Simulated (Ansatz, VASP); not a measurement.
# Two plane-wave programs on KBr

Contents of POSCAR:

```
KBr
1.0
    0.0000000000      3.4242000000      3.0291000000
    3.4242000000      0.0000000000      3.0291000000
    3.4242000000      3.4242000000      0.0000000000
K Br
1 1
Direct
    0.0000000000      0.0000000000      0.0000000000
    0.5000000000      0.5000000000      0.5000000000
```

INCAR.step1

```
SYSTEM = KBr
PREC = Accurate
ENCUT = 520
ISMEAR = 0
SIGMA = 0.05
LREAL = .False.
LASPH = .True.
NELM = 80
NBANDS = 15
GGA = PE
ALGO = Normal
EDIFF = 1E-4
LWAVE = .True.
LCHARG = .False.
```

Contents of INCAR.step2:

```
SYSTEM = KBr
PREC = Accurate
ENCUT = 520
EDIFF = 1E-6
ISMEAR = 0
SIGMA = 0.05
LREAL = .False.
LASPH = .True.
NELM = 80
ALGO = Normal
ISIF = 2
LWAVE = .False.
LCHARG = .True.
METAGGA = R2SCAN
LMIXTAU = .True.
LELF = .True.
LVHAR = .True.
NBANDS = 15
ISTART = 1
```

The input KPOINTS:

```
Automatic mesh
0
Gamma
  6 6 6
  0 0 0
```

Input for Ansatz:

```yaml
crystal:
  lattice:
    - [0.0, 3.4242, 3.0291]
    - [3.4242, 0.0, 3.0291]
    - [3.4242, 3.4242, 0.0]
  atoms:
    - { symbol: K, position: [0.0, 0.0, 0.0] }
    - { symbol: Br, position: [0.5, 0.5, 0.5] }
basis:
  ecutwfc: 500
kpoints:
  mp_grid: { grid: [6, 6, 6] }
hamiltonian:
  xc: r2scan
scf:
  occupations: { method: gaussian, width: 0.05 }
output:
  forces: true
  stress: true
  eigenvalues: true
```

Change from the starting cell: strain +0.040 along x and y, -0.080 along z, atoms carried along.

Alike in both runs: task single point; functional r2SCAN; k mesh 6 × 6 × 6; occupations gaussian, width 0.05 eV; no spin polarisation.

|  | VASP | Ansatz |
| --- | --- | --- |
| version | VASP 6.6.1 | Ansatz 0.2.0 |
| potentials or method | VASP PAW PBE potentials, release 64 (K_sv, Br), cutoff 520 eV | scalar-relativistic, plane waves, PAW |
| valence electrons in the cell | 16 | 16 |

|  | VASP | Ansatz | Ansatz less VASP |
| --- | --- | --- | --- |
| gap on the k mesh at the Fermi level (eV) | 4.98 | 4.97 | -0.003 |
| least direct gap on the mesh (eV) | 4.98 | 4.97 | -0.003 |
| pressure (GPa) | 1.1 | 1.1 | -0.01 |
| traceless stress, the component that is largest in VASP (GPa) | 4.05 | 4.01 | -0.046 |

VASP's potentials were made for PBE, not for r2SCAN.
